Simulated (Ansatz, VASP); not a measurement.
## One calculation of W, two programs

Contents of INCAR:

```
  PREC = Accurate
  ENCUT = 520
  EDIFF = 1E-6
  ISMEAR = -1
  SIGMA = 0.05
  LREAL = False
  LASPH = True
  NELM = 100
  ALGO = Normal
  ISIF = 2
  LWAVE = False
  LCHARG = False
  GGA = CA
  NBANDS = 13
```

Contents of KPOINTS:

```
Automatic mesh
0
Gamma
  14 14 14
```

POSCAR

```
W
1.0
    0.0000000000      2.0698140295      2.0698140295
    2.0698140295      0.0000000000      2.0698140295
    2.0698140295      2.0698140295      0.0000000000
W
1
Direct
    0.0000000000      0.0000000000      0.0000000000
```

Input for Ansatz:

```yaml
crystal:
  lattice:
    - [0.0, 2.0698140295, 2.0698140295]
    - [2.0698140295, 0.0, 2.0698140295]
    - [2.0698140295, 2.0698140295, 0.0]
  atoms:
    - { symbol: W, position: [0.0, 0.0, 0.0] }
kpoints:
  mp_grid: { grid: [14, 14, 14] }
  band_path:
    path:
      - [0.0, 0.0, 0.0]
      - [0.5, 0.0, 0.5]
      - [0.625, 0.25, 0.625]
      - [0.375, 0.375, 0.75]
      - [0.0, 0.0, 0.0]
      - [0.5, 0.5, 0.5]
      - [0.5, 0.25, 0.75]
      - [0.5, 0.0, 0.5]
    npoints: 5
scf:
  occupations: { method: fermi_dirac, width: 0.05 }
hamiltonian:
  xc: lda
  pseudopotentials: { kind: all_electron, lapw: { basis_error: 0.00025 } }
output:
  forces: true
  stress: true
  eigenvalues: true
```

Change from the starting cell: volume scaled by 1.06.

Alike in both runs: task single point; functional LDA; k mesh 14 × 14 × 14; occupations fermi-dirac, width 0.05 eV; no spin polarisation.

```csv
,VASP,Ansatz
version,VASP 6.6.1,Ansatz 0.2.0
potentials or method,"VASP PAW LDA potentials, release 64 (W_sv), cutoff 520 eV","all-electron LAPW, scalar-relativistic"
```

VASP gave:

```
pressure (GPa) : -28.9
```

Question: What did Ansatz give for the same quantities?

Answer: Pressure (GPa): -29.9.

LDA's correlation is that of Perdew and Zunger in VASP and of Perdew and Wang (1992) in Ansatz. Both programs put the cell under strong tension, so it lies far from rest at this level. Ansatz ran all-electron here, and VASP with PAW potentials.

Neither program's run includes spin-orbit coupling.
